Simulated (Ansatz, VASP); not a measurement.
**One calculation of CaSe, two programs**

```
Ca Se
1.0
     0.00000    2.87732    2.99793
     2.87732    0.00000    2.99793
     2.87732    2.87732    0.00000
Ca Se
1 1
Direct
  0.00000 0.00000 0.00000
  0.50000 0.50000 0.50000
```

Change from the starting cell: epitaxial_xy strain -3.0%.

Alike in both runs: task single point; functional r2SCAN; k mesh 8 × 8 × 8; no spin polarisation.

|  | VASP | Ansatz |
| --- | --- | --- |
| version | VASP 6.6.1 | Ansatz 0.2.0 |
| potentials or method | VASP PAW PBE potentials, release 64 (Ca_sv, Se) | plane waves, PAW |
| plane-wave cutoff (eV) | 520 | 500 |
| occupations | gaussian, width 0.01 eV | fixed |
| valence electrons in the cell | 16 | 26 |

|  | VASP | Ansatz | Ansatz less VASP |
| --- | --- | --- | --- |
| gap on the k mesh at the Fermi level (eV) | 2.37 | 2.37 | +0.003 |
| pressure (GPa) | 3.5 | 3.2 | -0.30 |
| traceless stress, the component that is largest in VASP (GPa) | -3.24 | -3.16 | +0.082 |

VASP's potentials were made for PBE, not for r2SCAN. VASP's potentials hold 16 valence electrons a cell and Ansatz's 26, so a difference there can come from the potentials and not from the codes.
